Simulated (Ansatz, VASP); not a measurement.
Sc in VASP and in Ansatz

Contents of INCAR:

```
ALGO = Normal ; EDIFF = 1E-6
ENCUT = 520 ; GGA = PS
ISIF = 2 ; ISMEAR = 0
LASPH = True ; LCHARG = True
LELF = True ; LREAL = False
LVHAR = True ; LWAVE = False
NBANDS = 12 ; NELM = 60
PREC = Accurate ; SIGMA = 0.15
```

The input KPOINTS:

```
k-points
0
Gamma
  18 18 18
```

The input POSCAR:

```
Sc
1.0
    0.0000000000      2.3272625000      2.3272625000
    2.3272625000      0.0000000000      2.3272625000
    2.3272625000      2.3272625000      0.0000000000
Sc
1
Direct
    0.0000000000      0.0000000000      0.0000000000
```

Input for Ansatz:

```yaml
crystal:
  lattice:
    - [0.0, 2.3272625, 2.3272625]
    - [2.3272625, 0.0, 2.3272625]
    - [2.3272625, 2.3272625, 0.0]
  atoms:
    - { symbol: Sc, position: [0.0, 0.0, 0.0] }
basis:
  ecutwfc: 420
kpoints:
  mp_grid: { grid: [18, 18, 18] }
hamiltonian:
  xc: pbesol
scf:
  occupations: { method: gaussian, width: 0.15 }
output:
  forces: true
  stress: true
  eigenvalues: true
```

Change from the starting cell: strain +0.025 along x and y, +0.025 along z, atoms carried along.

Alike in both runs: task single point; functional PBEsol; k mesh 18 × 18 × 18; occupations gaussian, width 0.15 eV; no spin polarisation.

```csv
,VASP,Ansatz
version,VASP 6.6.1,Ansatz 0.2.0
potentials or method,"VASP PAW PBE potentials, release 64 (Sc_sv), cutoff 520 eV","scalar-relativistic, plane waves, PAW"
valence electrons in the cell,11,11
```

```tsv
	VASP	Ansatz	Ansatz less VASP
gap on the k mesh at the Fermi level (eV)	none	none	-
pressure (GPa)	-3.2	-3.2	+0.01
```

VASP's potentials were made for PBE, not for PBEsol. A gap of «none» marks a metal or a gap that the smearing closes.
